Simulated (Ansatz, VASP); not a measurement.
Two plane-wave programs on ZrWN2

```xyz
4
Lattice="2.9794 0.0000 0.0000 -1.4897 2.5802 0.0000 0.0000 0.0000 5.8396" Properties=species:S:1:pos:R:3 pbc="T T T"
Zr    0.0000    0.0000    2.9198
W     0.0000    0.0000    0.0000
N     0.0000    1.7202    1.4599
N     0.0000    1.7202    4.3797
```

Alike in both runs: task relaxation of cell and atoms; functional PBE; k mesh 6 × 6 × 4; occupations gaussian, width 0.1 eV; no spin polarisation.

```csv
,VASP,Ansatz
version,VASP 6.6.1,Ansatz 0.2.0
potentials or method,"VASP PAW PBE potentials, release 64 (Zr_sv, W_sv, N), cutoff 600 eV","scalar-relativistic, plane waves, PAW"
valence electrons in the cell,36,36
```

```tsv
	VASP	Ansatz	Ansatz less VASP
gap on the k mesh at the Fermi level, each at its own relaxed structure (eV)	none	none	-
relaxed volume (Å³/atom)	11.28	11.25	-0.029
relaxed length of the cell vector where the two differ most in proportion (Å)	2.959	2.957	-0.0026
```

A gap of «none» marks a metal or a gap that the smearing closes.

The k mesh is coarse, so the values compare programs but aren't converged. Neither program's run includes spin-orbit coupling.
